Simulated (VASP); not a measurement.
# SiC (I-4m2) in VASP: a series of runs, part 2 of 2

VASP 6.6.1.

## 3. Single point, PBE (epitaxial xy strain +2.0%)

Contents of INCAR:

```
PREC     = Accurate       # precision mode
ENCUT    = 520            # plane-wave cutoff, eV
EDIFF    = 1E-7           # SCF threshold, eV
ISMEAR   = -1             # smearing method
SIGMA    = 0.02           # smearing width, eV
LREAL    = F              # projectors in reciprocal space
LASPH    = T              # aspherical terms in the spheres
NELM     = 80             # most SCF steps
ALGO     = Normal         # electronic algorithm
ISIF     = 2              # what is computed and relaxed
LWAVE    = F              # write WAVECAR
LCHARG   = F              # write CHGCAR
GGA      = PE             # functional
NBANDS   = 11             # bands
```

Contents of KPOINTS:

```
Automatic mesh
0
Gamma
  10 10 10
```

Contents of POSCAR:

```
SiC
1.0
    0.0000000000      2.2216133981      2.1493611453
    2.2216133981      0.0000000000      2.1493611453
    2.2216133981      2.2216133981      0.0000000000
Si C
1 1
Direct
    0.0000000000      0.0000000000      0.0000000000
    0.2500000000      0.2500000000      0.2500000000
```

Potentials or basis: VASP PAW PBE potentials, release 64 (Si, C).

Launch:

```sh
$ cat potpaw_PBE.64/Si/POTCAR potpaw_PBE.64/C/POTCAR > POTCAR
$ mpirun -np 1 vasp_std > vasp.out
```

Run time: 30 s. Hardware: 1 thread of AMD EPYC 7R13, shared host; peak memory 0.12 GiB.

Results (log left out):

```yaml
Free_energy: -15.0476 eV
Pressure: -2.2 GPa
Band_gap_on_the_k_mesh: 1.05 eV, indirect (least direct gap 4.47 eV)
```

Stress tensor (GPa, compression positive):
```
-4.87  0.00  0.00
 0.00 -4.87  0.00
 0.00  0.00  3.04
```

Levels at points of the mesh, in eV from the valence-band top:
```
           k point  band 1  band 2  band 3  band 4  band 5  band 6  band 7  band 8
(0.00, 0.00, 0.00)  -15.35   -0.21   -0.21    0.00    5.79    6.93    7.03    7.03
(0.50, 0.00, 0.00)  -11.87   -8.54   -1.38   -1.00    4.98    6.75    7.31    9.79
(0.50, 0.50, 0.00)  -10.29   -7.59   -3.51   -3.51    1.05    3.71   13.51   13.51
(0.50, 0.00, 0.50)  -10.53   -7.99   -3.18   -3.13    1.34    4.28   13.14   14.11
```

Caveat: the cell differs from its parent crystal (epitaxial xy strain +2.0%).

## 4. Single point, r2SCAN (epitaxial xy strain -4.0%)

Contents of POSCAR:

```
SiC
1.0
    0.0000000000      2.0909302570      2.2323129173
    2.0909302570      0.0000000000      2.2323129173
    2.0909302570      2.0909302570      0.0000000000
Si C
1 1
Direct
    0.0000000000      0.0000000000      0.0000000000
    0.2500000000      0.2500000000      0.2500000000
```

Contents of INCAR.step1:

```
SYSTEM = SiC
  PREC = Accurate
  ENCUT = 520
  ISMEAR = 0
  SIGMA = 0.01
  LREAL = .False.
  LASPH = .True.
  NELM = 60
  NBANDS = 11
  GGA = PE
  ALGO = Normal
  EDIFF = 1E-4
  LWAVE = .True.
  LCHARG = .False.
```

Contents of INCAR.step2:

```
SYSTEM = SiC
  PREC = Accurate
  ENCUT = 520
  EDIFF = 1E-6
  ISMEAR = 0
  SIGMA = 0.01
  LREAL = .False.
  LASPH = .True.
  NELM = 60
  ALGO = Normal
  ISIF = 2
  LWAVE = .False.
  LCHARG = .True.
  METAGGA = R2SCAN
  LMIXTAU = .True.
  LELF = .True.
  LVHAR = .True.
  NBANDS = 11
  ISTART = 1
```

Contents of KPOINTS:

```
Automatic mesh
0
Gamma
  10 10 10
  0 0 0
```

Potentials or basis: VASP PAW PBE potentials, release 64 (Si, C).

Launch:

```sh
$ cat potpaw_PBE.64/Si/POTCAR potpaw_PBE.64/C/POTCAR > POTCAR
$ cp INCAR.step1 INCAR
$ mpirun -np 1 vasp_std > vasp.out
$ cp INCAR.step2 INCAR
$ mpirun -np 1 vasp_std > vasp.out
```

OUTCAR:

```text
SYSTEM = SiC
   PREC = Accurate
   ENCUT = 520
   EDIFF = 1E-6
   ISMEAR = 0
   LREAL = .False.
   LASPH = .True.
   NELM = 60
   ISIF = 2
   METAGGA = R2SCAN
   ISTART = 1

 ion  position               nearest neighbor table
   1  0.000  0.000  0.000-   2 1.85   2 1.85   2 1.85   2 1.85
   2  0.250  0.250  0.250-   1 1.85   1 1.85   1 1.85   1 1.85

  LATTYP: Found a body centered tetragonal cell.
 ALAT       =     2.9570219274
 C/A-ratio  =     1.5098385958

  Lattice vectors:

[... 524 lines left out ...]

  FORCE on cell =-STRESS in cart. coord.  units (eV):
  Direction    XX          YY          ZZ          XY          YZ          ZX
  --------------------------------------------------------------------------------------
  -------------------------------------------------------------------------------------
  Total        2.5641116      2.5641116     -0.0380940      0.0000000      0.0000000      0.0000000
  in kB      210.4666786    210.4666786     -3.1268200      0.0000000      0.0000000      0.0000000
  external PRESSURE =     139.2688457 kB  Pullay stress =       0.0000000 kB

 VOLUME and BASIS-vectors are now :
 -----------------------------------------------------------------------------
  energy-cutoff  :      520.00
  volume of cell :       19.52
      direct lattice vectors                 reciprocal lattice vectors
     0.000000000  2.090930257  2.232312917    -0.239128014  0.239128014  0.223982935
     2.090930257  0.000000000  2.232312917     0.239128014 -0.239128014  0.223982935
     2.090930257  2.090930257  0.000000000     0.239128014  0.239128014 -0.223982935

 POSITION                                       TOTAL-FORCE (eV/Angst)
 -----------------------------------------------------------------------------------
      0.00000      0.00000      0.00000        -0.000000     -0.000000     -0.000000
      1.04547      1.04547      1.11616         0.000000      0.000000      0.000000
 -----------------------------------------------------------------------------------
    total drift:                               -0.000001     -0.000001      0.000000

  FREE ENERGIE OF THE ION-ELECTRON SYSTEM (eV)
  ---------------------------------------------------
  free  energy   TOTEN  =       -19.2241849181 eV

  energy  without entropy=      -19.2241849181  energy(sigma->0) =      -19.22418492
```

It took 2.3 min on 1 thread of AMD EPYC 7R13, shared host; peak memory 0.12 GiB.

What came out:

- Free energy: -19.2242 eV
- Pressure: 13.9 GPa
- Band gap on the k mesh: 1.31 eV, indirect (least direct gap 5.06 eV)

Levels at points of the mesh, in eV from the valence-band top:
| k point | band 2 | band 3 | band 4 | band 5 | band 6 | band 7 |
| --- | --- | --- | --- | --- | --- | --- |
| (0.00, 0.00, 0.00) | -0.52 | 0.00 | 0.00 | 7.35 | 8.07 | 8.07 |
| (0.50, 0.00, 0.00) | -9.33 | -1.76 | -0.84 | 5.80 | 7.90 | 8.39 |
| (0.50, 0.50, 0.00) | -9.01 | -3.10 | -3.10 | 1.96 | 5.68 | 15.86 |
| (0.50, 0.00, 0.50) | -8.13 | -3.92 | -3.81 | 1.31 | 4.48 | 14.35 |

Caveat: the cell differs from its parent crystal (epitaxial xy strain -4.0%); the PAW data sets were made with another functional, which shifts forces and pressure a little. A k mesh can miss the band edges.

## 5. Single point, r2SCAN (epitaxial xy strain -3.0%)

Contents of POSCAR:

```
SiC
1.0
    0.0000000000      2.1127107805      2.2192378392
    2.1127107805      0.0000000000      2.2192378392
    2.1127107805      2.1127107805      0.0000000000
Si C
1 1
Direct
    0.0000000000      0.0000000000      0.0000000000
    0.2500000000      0.2500000000      0.2500000000
```

Contents of INCAR.step1:

```
SYSTEM = SiC
ALGO     = Normal         ! electronic algorithm
EDIFF    = 1E-4           ! SCF threshold, eV
ENCUT    = 520            ! plane-wave cutoff, eV
GGA      = PE             ! functional
ISMEAR   = 0              ! smearing method
LASPH    = .True.         ! aspherical terms in the spheres
LCHARG   = .False.        ! write CHGCAR
LREAL    = .False.        ! projectors in reciprocal space
LWAVE    = .True.         ! write WAVECAR
NBANDS   = 11             ! bands
NELM     = 60             ! most SCF steps
PREC     = Accurate       ! precision mode
SIGMA    = 0.01           ! smearing width, eV
```

Contents of INCAR.step2:

```
SYSTEM = SiC
ALGO     = Normal         ! electronic algorithm
EDIFF    = 1E-7           ! SCF threshold, eV
ENCUT    = 520            ! plane-wave cutoff, eV
ISIF     = 2              ! what is computed and relaxed
ISMEAR   = 0              ! smearing method
ISTART   = 1            
LASPH    = .True.         ! aspherical terms in the spheres
LCHARG   = .False.        ! write CHGCAR
LMIXTAU  = .True.       
LREAL    = .False.        ! projectors in reciprocal space
LWAVE    = .False.        ! write WAVECAR
METAGGA  = R2SCAN         ! meta-GGA
NBANDS   = 11             ! bands
NELM     = 60             ! most SCF steps
PREC     = Accurate       ! precision mode
SIGMA    = 0.01           ! smearing width, eV
```

Contents of KPOINTS:

```
k-points
0
Gamma
  10 10 10
  0 0 0
```

Launch:

```sh
$ cat potpaw_PBE.64/Si/POTCAR potpaw_PBE.64/C/POTCAR > POTCAR
$ cp INCAR.step1 INCAR
$ mpirun -np 1 vasp_std > vasp.out
$ cp INCAR.step2 INCAR
$ mpirun -np 1 vasp_std > vasp.out
```

It took 2.5 min on 1 thread of AMD EPYC 7R13, shared host; peak memory 0.12 GiB.

Results (log left out):

- Free energy: -19.2705 eV
- Pressure: 10.0 GPa
- Band gap on the k mesh: 1.42 eV, indirect (least direct gap 5.06 eV)

Stress tensor (GPa, compression positive):
```
15.18  0.00  0.00
 0.00 15.18  0.00
 0.00  0.00 -0.28
```

Levels at points of the mesh, in eV from the valence-band top:
```csv
k point,band 2,band 3,band 4,band 5,band 6,band 7
"(0.00, 0.00, 0.00)",-0.38,0.00,0.00,7.23,8.01,8.01
"(0.50, 0.00, 0.00)",-9.19,-1.58,-0.91,5.95,7.76,8.22
"(0.50, 0.50, 0.00)",-8.76,-3.16,-3.16,1.90,5.47,15.69
"(0.50, 0.00, 0.50)",-8.10,-3.77,-3.69,1.42,4.57,14.57
```

Caveat: the cell differs from its parent crystal (epitaxial xy strain -3.0%); the PAW data sets were made with another functional, which shifts forces and pressure a little.

## 6. Overview

| level | cell | smearing | gap on the mesh (eV) | pressure (GPa) |
| --- | --- | --- | --- | --- |
| PBE | a = 3.086, b = 3.086, c = 3.111 Å, angles 59.7, 59.7, 60.5°, 2 atoms | fermi-dirac 0.02 eV | 1.20 | 0.5 |
| PBE | a = 3.091, b = 3.091, c = 3.142 Å, angles 59.5, 59.5, 61.1°, 2 atoms | fermi-dirac 0.02 eV | 1.05 | -2.2 |
| r2SCAN | a = 3.059, b = 3.059, c = 2.957 Å, angles 61.1, 61.1, 57.8°, 2 atoms | gaussian 0.01 eV | 1.31 | 13.9 |
| r2SCAN | a = 3.064, b = 3.064, c = 2.988 Å, angles 60.8, 60.8, 58.4°, 2 atoms | gaussian 0.01 eV | 1.42 | 10.0 |

Alike in all rows: task single point; potentials or basis VASP PAW PBE potentials, release 64 (Si, C); no spin polarisation; k mesh 10 × 10 × 10; cutoff (eV) 520.

Caveats: the PAW data sets were made with another functional, which shifts forces and pressure a little (some runs).

Absolute energies hang on the potentials; compare differences alone.
